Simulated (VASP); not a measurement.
# Al16ClO24 (a cell with a defect) in VASP: a series of runs

Al16ClO24 (a cell with a defect) is run at these levels: PBE; tasks: single point.

Everything below comes from runs of VASP 6.6.1. Logs are shortened: lines on timing, memory, paths and dates and some standing lists are left out, and cuts for length are marked.

**1. The cell of the first run**

The cell holds a defect, 41 atoms: a = 5.181 Å, b = 10.361 Å, c = 10.361 Å, α = 55.29°, β = 55.29°, γ = 55.29°.

**2. Single point, PBE**

The input, INCAR:

```
ALGO = Normal
EDIFF = 1E-7
ENCUT = 520
GGA = PE
ISIF = 2
ISMEAR = -1
LASPH = True
LCHARG = False
LREAL = Auto
LWAVE = False
NBANDS = 126
NELECT = 200.0
NELM = 80
PREC = Accurate
SIGMA = 0.01
```

The input, KPOINTS:

```
Automatic mesh
0
Gamma
  2 2 2
  0.5 0.5 0.5
```

The input, POSCAR:

```
Al16ClO24
1.0
    2.4039417600      1.3879164200      4.3742070900
   -4.8078835200      2.7758328500      8.7484141900
    0.0000000000     -5.5516656900      8.7484141900
Al O Cl
16 24 1
Direct
    0.6198759500      0.3250735000      0.3292064600
    0.8408596100      0.4216908600      0.4249727800
    0.1206772900      0.0616730300      0.0710266600
    0.3035519800      0.1515255000      0.1940831800
    0.6607916400      0.3036381200      0.8157110100
    0.8553129000      0.4550737000      0.9143559100
    0.1357510200      0.0764171100      0.5667890300
    0.3430208700      0.1744887800      0.6789284600
    0.6489631100      0.8109912800      0.3287582900
    0.8438714300      0.9197428400      0.4295808000
    0.1648683700      0.6238904400      0.0499125800
    0.3803978100      0.6814174100      0.1800147000
    0.6644597400      0.8332786600      0.8191646500
    0.8291537400      0.9561875900      0.9420987900
    0.1502837000      0.5740364500      0.5781752800
    0.3614560200      0.6911126300      0.6739719200
    0.4282503200      0.0187068900      0.3782239100
    0.8929209000      0.1245091300      0.2783288100
   -0.0010173400      0.3394848200      0.2680789600
    0.7952167300      0.1193105300      0.0120315100
    0.2390612000      0.2803415300      0.4685183300
    0.5691090000      0.4971676400      0.1215972400
    0.4589215800      0.0311616500      0.8707789100
    0.9637727300      0.1271133000      0.7517729700
    0.0317319000      0.3793188000      0.7270948000
    0.7151225400      0.2195185100      0.5464031700
    0.2045135400      0.2630407700      0.9746094700
    0.5575986800      0.4666381900      0.6289440500
    0.4264044800      0.5302643800      0.3839053300
    0.9410609000      0.6184889200      0.2757616200
    0.0402457800      0.8641164200      0.2355355600
    0.7654621000      0.7336229900      0.0226223400
    0.2474653200      0.7726255400      0.4762858700
    0.4908959500      0.9494842300      0.1523985700
    0.4861520100      0.6301822400      0.8340962200
    0.9997371600      0.6252287500      0.7824931000
    0.0482575500      0.8869236300      0.7081686600
    0.7625457300      0.7180874200      0.5217665400
    0.2309457200      0.8111388100      0.9825359000
    0.5580545300      0.9685528100      0.6233293500
    1.4300303200      0.3787801300      0.0276430300
```

Potentials or basis: VASP PAW PBE potentials, release 64 (Al, O, Cl).

Run with:

```bash
> cat potpaw_PBE.64/Al/POTCAR potpaw_PBE.64/O/POTCAR potpaw_PBE.64/Cl/POTCAR > POTCAR
> mpirun -np 1 vasp_std > vasp.out
```

OUTCAR:

```text
EDIFF = 1E-7
   ENCUT = 520
   GGA = PE
   ISIF = 2
   ISMEAR = -1
   LASPH = True
   LREAL = Auto
   NELECT = 200.0
   NELM = 80
   PREC = Accurate

 ion  position               nearest neighbor table
   1  0.620  0.325  0.329-  19 1.76  21 1.80  22 1.90  18 1.91  29 2.04  26 2.09   2 2.65   4 2.78
                             8 2.80  12 2.83   2 3.20  10 3.30   6 3.33
   2  0.841  0.422  0.425-  19 1.82  21 1.86  30 1.88  28 1.91  29 1.95  26 2.00   1 2.65   7 2.76
                            15 2.79  11 3.10   5 3.18   9 3.20   1 3.20  12 3.34
   3  0.121  0.062  0.071-  20 1.78  23 1.86  31 1.86  27 1.92  34 1.98  18 2.06   4 2.67  14 2.82
                            10 2.85  12 3.04   6 3.12   8 3.16  14 3.33   4 3.34
   4  0.304  0.152  0.194-  17 1.83  18 1.91  19 1.92  34 1.94  27 2.11  20 2.11  41 2.19   3 2.67
                             9 2.77   1 2.78   5 3.05   7 3.13  14 3.16  10 3.26   3 3.34
   5  0.661  0.304  0.816-  24 1.78  28 1.82  20 1.99  25 2.01  27 2.09  41 2.18   8 2.71  14 2.79
                             4 3.05   6 3.05  16 3.08   2 3.18   6 3.23
   6  0.855  0.455  0.914-  36 1.77  27 1.84  22 1.92  35 1.94  25 2.03  41 2.20  15 2.68  11 2.79
                             5 3.05  13 3.10   3 3.12   5 3.23   1 3.33
   7  0.136  0.076  0.567-  37 1.79  17 1.84  24 1.85  26 1.87  21 2.00  40 2.08   8 2.75   2 2.76
                            10 2.83  14 2.98  16 3.11   4 3.13   8 3.23
   8  0.343  0.174  0.679-  26 1.76  23 1.87  24 1.91  25 1.94  40 2.02  21 2.05   5 2.71   7 2.75
                            13 2.75   1 2.80   3 3.16   7 3.23  15 3.28  14 3.35
   9  0.649  0.811  0.329-  30 1.85  34 1.86  33 1.86  38 1.94  31 1.94  17 2.00  10 2.69  16 2.75
                             4 2.77  12 2.91  14 3.11   2 3.20  10 3.28  11 3.31
  10  0.844  0.920  0.430-  18 1.84  40 1.84  33 1.90  38 1.93  31 1.93  17 2.03   9 2.69  15 2.78
                             7 2.83   3 2.85  13 3.24   4 3.26   9 3.28   1 3.30  16 3.31
  11  0.165  0.624  0.050-  32 1.81  39 1.82  35 1.87  30 1.91  22 2.05  41 2.17  12 2.61  14 2.67
                             6 2.79   2 3.10  16 3.15  13 3.25  12 3.26   9 3.31
  12  0.380  0.681  0.180-  31 1.82  29 1.83  32 1.86  22 1.87  39 2.02  30 2.23  11 2.61   1 2.83
                            13 2.88   9 2.91   3 3.04  15 3.22  11 3.26   2 3.34
  13  0.664  0.833  0.819-  37 1.87  40 1.88  36 1.93  23 1.93  39 1.94  32 1.99  35 2.64   8 2.75
                            16 2.78  12 2.88  14 2.88   6 3.10  10 3.24  11 3.25  14 3.36
  14  0.829  0.956  0.942-  24 1.84  34 1.86  39 1.87  23 2.02  20 2.08  32 2.12  37 2.37  11 2.67
                             5 2.79   3 2.82  13 2.88   7 2.98   9 3.11   4 3.16   3 3.33   8 3.35
  15  0.150  0.574  0.578-  29 1.82  38 1.88  25 1.90  33 1.92  28 1.97  36 2.07   6 2.68  10 2.78
                             2 2.79  16 2.79  16 3.20  12 3.22   8 3.28
  16  0.361  0.691  0.674-  35 1.77  37 1.81  38 1.82  36 1.85  33 2.02  28 2.16   9 2.75  13 2.78
                            15 2.79   5 3.08   7 3.11  11 3.15  15 3.20  10 3.31
  17  0.428  0.019  0.378-   4 1.83   7 1.84   9 2.00  10 2.03
  18  0.893  0.125  0.278-  10 1.84   1 1.91   4 1.91   3 2.06
  19  0.999  0.339  0.268-   1 1.76   2 1.82   4 1.92  41 2.21
  20  0.795  0.119  0.012-   3 1.78   5 1.99  14 2.08   4 2.11  41 2.28
  21  0.239  0.280  0.469-   1 1.80   2 1.86   7 2.00   8 2.05
  22  0.569  0.497  0.122-  12 1.87   1 1.90   6 1.92  11 2.05
  23  0.459  0.031  0.871-   3 1.86   8 1.87  13 1.93  14 2.02
  24  0.964  0.127  0.752-   5 1.78  14 1.84   7 1.85   8 1.91
  25  0.032  0.379  0.727-  15 1.90   8 1.94   5 2.01   6 2.03
  26  0.715  0.220  0.546-   8 1.76   7 1.87   2 2.00   1 2.09
  27  0.205  0.263  0.975-   6 1.84   3 1.92   5 2.09   4 2.11
  28  0.558  0.467  0.629-   5 1.82   2 1.91  15 1.97  16 2.16
  29  0.426  0.530  0.384-  15 1.82  12 1.83   2 1.95   1 2.04
  30  0.941  0.618  0.276-   9 1.85   2 1.88  11 1.91  12 2.23
  31  0.040  0.864  0.236-  12 1.82   3 1.86  10 1.93   9 1.94
  32  0.765  0.734  0.023-  11 1.81  12 1.86  13 1.99  14 2.12
  33  0.247  0.773  0.476-   9 1.86  10 1.90  15 1.92  16 2.02
  34  0.491  0.949  0.152-  14 1.86   9 1.86   4 1.94   3 1.98
  35  0.486  0.630  0.834-  16 1.77  11 1.87   6 1.94  41 2.27  13 2.64
  36  1.000  0.625  0.782-   6 1.77  16 1.85  13 1.93  15 2.07
  37  0.048  0.887  0.708-   7 1.79  16 1.81  13 1.87  14 2.37
  38  0.763  0.718  0.522-  16 1.82  15 1.88  10 1.93   9 1.94
  39  0.231  0.811  0.983-  11 1.82  14 1.87  13 1.94  12 2.02
  40  0.558  0.969  0.623-  10 1.84  13 1.88   8 2.02   7 2.08
  41  0.430  0.379  0.028-  11 2.17   5 2.18   4 2.19   6 2.20  19 2.21  35 2.27  20 2.28

  LATTYP: Found a base centered monoclinic cell.
 ALAT       =    14.1357249055
 B/A-ratio  =     0.6802457681
 C/A-ratio  =     0.3664920511
 COS(beta)  =    -0.1016821385

  Lattice vectors:

[... 46 lines left out ...]
   NGXF,Y,Z  is equivalent  to a cutoff of  25.67, 25.67, 25.67 a.u.
 SYSTEM =  unknown system
   PREC   = accura    normal or accurate (medium, high low for compatibility)
   ISTART =      0    job   : 0-new  1-cont  2-samecut
   ICHARG =      2    charge: 1-file 2-atom 10-const
   ISPIN  =      1    spin polarized calculation?
   LNONCOLLINEAR =      F non collinear calculations
   LSORBIT =      F    spin-orbit coupling
   LASPH  =      T    aspherical Exc in radial PAW
   ENCUT  =  520.0 eV  38.22 Ry    6.18 a.u.   9.63 19.27 19.27*2*pi/ulx,y,z
   NELM   =     80;   NELMIN=  2; NELMDL= -5     # of ELM steps
   EDIFF  = 0.1E-06   stopping-criterion for ELM
   LREAL  =      T    real-space projection
   EDIFFG = 0.1E-05   stopping-criterion for IOM
   NSW    =      0    number of steps for IOM
   IBRION =     -1    ionic relax: 0-MD 1-quasi-New 2-CG
   NFREE  =      0    steps in history (QN), initial steepest desc. (CG)
   ISIF   =      2    stress and relaxation
   ISYM   =      2    0-nonsym 1-usesym 2-fastsym
   POTIM  = 0.5000    time-step for ionic-motion
   TEBEG  =    0.0;   TEEND  =   0.0 temperature during run
   PSTRESS=    0.0 pullay stress
   NELECT =     200.0000    total number of electrons
   NUPDOWN=      -1.0000    fix difference up-down
   EMIN   =  10.00;   EMAX   =-10.00  energy-range for DOS
   EFERMI =   0.00;   METHOD = LEGACY
   ISMEAR =    -1;   SIGMA  =   0.01  broadening in eV -4-tet -1-fermi 0-gaus
   EFERMI_NEDOS =   21; number of points for ismear=-14 and -15
   IALGO  =     38    algorithm
   IMIX   =      4    mixing-type and parameters
     AMIX     =   0.40;   BMIX     =  1.00
     AMIX_MAG =   1.60;   BMIX_MAG =  1.00
  volume/ion in A,a.u.               =       8.54        57.65
  Fermi-wavevector in a.u.,A,eV,Ry     =   1.358164  2.566558 25.097435  1.844609
  Thomas-Fermi vector in A             =   2.485021
   LORBIT       =      0    0 simple, 1 ext, 2 COOP (PROOUT), +10 PAW based schemes
   GGA     = PE    functional components
   LHFCALC =     F    Hartree Fock is set to
   AEXX    =    0.0000 exact exchange contribution
   IVDW    =     0    specifies the selected vdW correction
   LEPSILON=     F    determine dielectric tensor
   LRPA    =     F    only Hartree local field effects (RPA)
 non-spin polarized calculation
  energy-cutoff  :      520.00
  volume of cell :      350.27
 maximum number of plane-waves:      9444
 NGX is ok and might be reduce to    40
   NGX = 19   NGY = 39   NGZ = 39

 number of electron     199.9999998 magnetization

 Free energy of the ion-electron system (eV)
  ---------------------------------------------------
  ext. energy  EPLUGINS =         0.00000000
  ---------------------------------------------------
  free energy    TOTEN  =      -280.79953427 eV

  energy without entropy =     -280.79953427  energy(sigma->0) =     -280.79953427

 E-fermi :   8.1669     XC(G=0): -11.7789

 val. band max:        7.9272934075   @ k =  -0.2500  -0.2500   0.2500
 cond. band min:      12.8977063405   @ k =   0.2500   0.2500   0.2500
 fundamental gap:      4.9704129330
 Fermi energy:         8.1669330747

 k-point     1 :       0.2500    0.2500    0.2500
  band No.  band energies     occupation
      1     -12.8091      2.00000
      2     -12.0273      2.00000
      3     -11.7882      2.00000
      4     -11.6819      2.00000
      5     -11.5860      2.00000
      6     -11.4977      2.00000
[... 449 lines left out ...]
    111      15.9394      0.00000
    112      16.0287      0.00000
 [bands above 112 left out]

------------------------ aborting loop because EDIFF is reached ----------------------------------------

  FORCE on cell =-STRESS in cart. coord.  units (eV):
  Direction    XX          YY          ZZ          XY          YZ          ZX
  --------------------------------------------------------------------------------------
  -------------------------------------------------------------------------------------
  Total       43.4203796     61.0376642     40.3842059      1.2741299      9.7376236    -11.8952478
  in kB      198.6124002    279.1969369    184.7244111      5.8280928     44.5415911    -54.4109412
  external PRESSURE =     220.8445828 kB  Pullay stress =       0.0000000 kB

 VOLUME and BASIS-vectors are now :
 -----------------------------------------------------------------------------
  energy-cutoff  :      520.00
  volume of cell :      350.27
      direct lattice vectors                 reciprocal lattice vectors
     2.403941760  1.387916420  4.374207090     0.207991728  0.120084080  0.076204287
    -4.807883520  2.775832850  8.748414190    -0.103995864  0.060042040  0.038102144
     0.000000000 -5.551665690  8.748414190    -0.000000000 -0.120084080  0.038102144

 POSITION                                       TOTAL-FORCE (eV/Angst)
 -----------------------------------------------------------------------------------
     -0.07277     -0.06496      8.43538        -0.009741     -0.013863     -0.016808
     -0.00606     -0.02172     11.08506        -0.010909      0.000670      0.026716
     -0.00642     -0.05563      1.68878        -0.005771      0.000341     -0.014460
      0.00120     -0.23557      4.35133        -0.018540      0.027609      0.009226
      0.12865     -2.76858     12.68297         0.012709      0.013580     -0.000814
     -0.13182     -2.62589     15.72165        -0.022009     -0.033413     -0.023243
[... 33 lines left out ...]
     -3.31516      0.00256     16.36749        -0.003019      0.009549     -0.001494
     -0.78736      1.49481      5.43660         0.026444      0.040857      0.030273
 -----------------------------------------------------------------------------------
    total drift:                                0.001764      0.010267     -0.006046

  FREE ENERGIE OF THE ION-ELECTRON SYSTEM (eV)
  ---------------------------------------------------
  free  energy   TOTEN  =      -280.7995342750 eV

  energy  without entropy=     -280.7995342750  energy(sigma->0) =     -280.79953427
```

Wall time 17 min (1 thread of Intel Xeon 8259CL, shared host); peak memory 0.6 GiB.

What came out:

```yaml
Free_energy: -280.7995 eV
Largest_force: 0.057 eV/Å
```

Forces in eV/Å, atoms in the order of the input:
```
Al  -0.010 -0.014 -0.017
Al  -0.011  0.001  0.027
Al  -0.006  0.000 -0.014
Al  -0.019  0.028  0.009
Al   0.013  0.014 -0.001
Al  -0.022 -0.033 -0.023
Al   0.014 -0.005  0.001
Al  -0.010 -0.025  0.009
Al  -0.008  0.016 -0.010
Al   0.000  0.002  0.014
Al  -0.008 -0.017 -0.030
Al  -0.009 -0.011  0.008
Al   0.002 -0.003 -0.028
Al  -0.013  0.019 -0.022
Al  -0.008 -0.011 -0.017
Al  -0.003  0.013 -0.005
O   -0.008 -0.004 -0.008
O    0.007  0.011  0.020
O    0.031  0.041  0.019
O   -0.006 -0.025  0.011
O   -0.014 -0.016  0.002
O    0.028 -0.016 -0.005
O   -0.012  0.004  0.012
O    0.012  0.001 -0.002
O    0.001 -0.002 -0.008
O   -0.001  0.034 -0.016
O   -0.003 -0.036  0.013
O   -0.012  0.006 -0.002
O    0.009  0.013  0.013
O    0.002 -0.019  0.015
O   -0.002 -0.013 -0.033
O   -0.011 -0.003 -0.009
O    0.004 -0.005  0.010
O    0.017 -0.010 -0.008
O   -0.024  0.037 -0.006
O    0.035 -0.005  0.008
O   -0.020 -0.025  0.008
O    0.029  0.008  0.002
O    0.012  0.001  0.032
O   -0.003  0.010 -0.001
Cl   0.026  0.041  0.030
```

Caveat: the k points lie up to 0.61 Å⁻¹ apart; the cell carries a net charge on a neutralising background, which shifts energy and pressure; the cell is charged against a uniform background, so pressure and absolute levels hang on convention.

**3. Single point, PBE**

The input, INCAR:

```
SYSTEM = Al16ClO24
  PREC = Accurate
  ENCUT = 520
  EDIFF = 1E-6
  ISMEAR = -1
  SIGMA = 0.01
  LREAL = Auto
  LASPH = .True.
  NELM = 60
  ALGO = Normal
  ISIF = 2
  LWAVE = .False.
  LCHARG = .False.
  GGA = PE
  NELECT = 200.0
  NBANDS = 126
```

KPOINTS is that of step 2.

The input, POSCAR:

```
Al16ClO24
1.0
    2.4039417600      1.3879164200      4.3742070900
   -4.8078835200      2.7758328500      8.7484141900
    0.0000000000     -5.5516656900      8.7484141900
Al O Cl
16 24 1
Direct
    0.6459750000      0.3363021200      0.3214930500
    0.8476125600      0.4319538700      0.4237593500
    0.1372764500      0.0506864600      0.0565754200
    0.3311557700      0.1577925200      0.1729501500
    0.6578932900      0.3164719200      0.8177098200
    0.8461568500      0.4492750100      0.9226586800
    0.1355563500      0.0735848800      0.5643177600
    0.3496611400      0.1825242000      0.6616542100
    0.6301114400      0.8206039400      0.3328062800
    0.8493750800      0.9257757500      0.4335943700
    0.1304298200      0.5915365500      0.0728413900
    0.3495227100      0.6863148200      0.1781219900
    0.6556914600      0.8346300200      0.8219012300
    0.8437883300      0.9576665300      0.9281297800
    0.1437830300      0.5751907100      0.5773074800
    0.3526210800      0.6757638300      0.6808972800
    0.4510145800      0.0144107000      0.3830382600
    0.9518667800      0.1130352900      0.3271240500
    0.0242687000      0.3934641300      0.2191916000
    0.8102442900      0.1144608200     -0.0124805400
    0.2528616000      0.2937761200      0.4584548900
    0.5408702600      0.5141785000      0.1144481300
    0.4644818400      0.0400619400      0.8583456200
    0.9600543500      0.1400255600      0.7336153300
    0.0429081700      0.3744384200      0.7313852600
    0.7306004900      0.2385238500      0.5268577300
    0.2422215300      0.2892858100      0.9689100400
    0.5497315800      0.4750228100      0.6277671000
    0.4271673700      0.5387401000      0.3785539900
    0.9299842400      0.6314509600      0.2790672800
    0.0288377300      0.8709586400      0.2332046300
    0.7435643200      0.7376891200      0.0232316100
    0.2442448300      0.7727645600      0.4791949700
    0.4832165000      0.9553803600      0.1459989400
    0.4439648900      0.5310767400      0.8805445000
    0.9434377300      0.6337956300      0.7769655400
    0.0623720900      0.8755230600      0.7163697000
    0.7478223600      0.7168444200      0.5360800300
    0.2372892200      0.7995540500      0.9672264500
    0.5568264300      0.9734243700      0.6264239000
    1.6604886900      0.2475704900      0.1472211700
```

Potentials or basis: VASP PAW PBE potentials, release 64 (Al, O, Cl).

Run with:

```bash
> cat potpaw_PBE.64/Al/POTCAR potpaw_PBE.64/O/POTCAR potpaw_PBE.64/Cl/POTCAR > POTCAR
> mpirun -np 1 vasp_std > vasp.out
```

Run time: 16 min. Hardware: 1 thread of Intel Xeon 8259CL, shared host; peak memory 0.59 GiB.

Results (log left out):

```
Free energy   : -282.8799 eV
Largest force : 0.084 eV/Å
```

Forces in eV/Å, atoms in the order of the input:
```
Al   0.015  0.014  0.002
Al  -0.009 -0.005  0.009
Al   0.001  0.002  0.026
Al  -0.018  0.007  0.030
Al  -0.010  0.002 -0.010
Al   0.015 -0.037 -0.003
Al  -0.004  0.002 -0.017
Al   0.004 -0.011  0.019
Al  -0.005  0.004 -0.018
Al   0.002  0.011  0.011
Al   0.007 -0.003 -0.013
Al   0.004 -0.010  0.029
Al   0.006  0.001 -0.011
Al   0.003 -0.011 -0.048
Al   0.004  0.008 -0.006
Al  -0.004 -0.006  0.010
O    0.001  0.003  0.009
O   -0.010 -0.018 -0.003
O    0.000  0.021 -0.001
O    0.015 -0.014  0.037
O    0.031 -0.002 -0.025
O    0.006  0.015 -0.035
O   -0.006  0.013  0.008
O   -0.039  0.035  0.066
O    0.009 -0.018 -0.037
O   -0.003  0.009  0.000
O    0.000 -0.018 -0.001
O   -0.001  0.009 -0.008
O    0.004 -0.011 -0.001
O   -0.004 -0.019  0.005
O    0.003 -0.003 -0.002
O   -0.006  0.016  0.002
O   -0.008  0.000 -0.004
O    0.012  0.004 -0.019
O    0.004 -0.003  0.004
O   -0.004  0.015  0.007
O    0.008 -0.004  0.006
O    0.002  0.009 -0.004
O    0.002 -0.014 -0.001
O    0.008 -0.006 -0.012
Cl  -0.035  0.013 -0.001
```

Levels at points of the mesh, in eV from the Fermi level:
```csv
k point,band 96,band 97,band 98,band 99,band 100,band 101,band 102,band 103,band 104,band 105
"(0.25, 0.25, 0.25)",-1.69,-1.52,-1.25,-0.80,-0.31,4.90,5.83,6.08,6.60,7.06
```

Caveat: the k points lie up to 0.61 Å⁻¹ apart; the cell carries a net charge on a neutralising background, which shifts energy and pressure; the cell is charged against a uniform background, so pressure and absolute levels hang on convention.
